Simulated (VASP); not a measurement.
## V: single point with BLYP

The system is V.

```
V
1.0
     2.58897    0.00000    0.00000
    -1.29448    2.24211    0.00000
     0.00000    0.00000    4.72543
V
2
Direct
  0.33333 0.66667 0.25000
  0.66667 0.33333 0.75000
```

This isn't the form of V at room conditions, which is bcc.

```yaml
Program: VASP 6.6.1
Task: single point
Functional: BLYP
Potentials_or_basis: VASP PAW PBE potentials, release 64 (V_sv)
Cutoff: 520 eV
k_mesh: 15 × 15 × 8
Occupations: fermi-dirac, width 0.1 eV
Spin: no spin polarisation
Dipole_correction: no
Further_INCAR_settings: ALGO = Normal; EDIFF = 1e-07; NBANDS = 20
```

```yaml
Pressure: 7.3 GPa
Band_gap_on_the_k_mesh: zero (bands 13 and 14 overlap by 2.21 eV)
```

Stress tensor (GPa, compression positive):
```
7.40 0.00 0.00
0.00 7.40 0.00
0.00 0.00 7.09
```

Levels at points of the mesh, in eV from the Fermi level:
| k point | band 10 | band 11 | band 12 | band 13 | band 14 | band 15 | band 16 | band 17 |
| --- | --- | --- | --- | --- | --- | --- | --- | --- |
| (0.00, 0.00, 0.00) | -3.42 | -0.70 | -0.01 | 0.29 | 0.29 | 0.60 | 0.60 | 1.85 |
| (0.00, 0.00, 0.50) | -4.92 | -1.07 | -1.07 | 0.33 | 0.33 | 0.33 | 0.33 | 2.49 |

It took 65 s on 1 thread of Intel Xeon 8259CL (shared host), peak memory 0.18 GiB.

Caveat: the cell stands under pressure; the PAW data sets were made with another functional, which shifts forces and pressure a little.
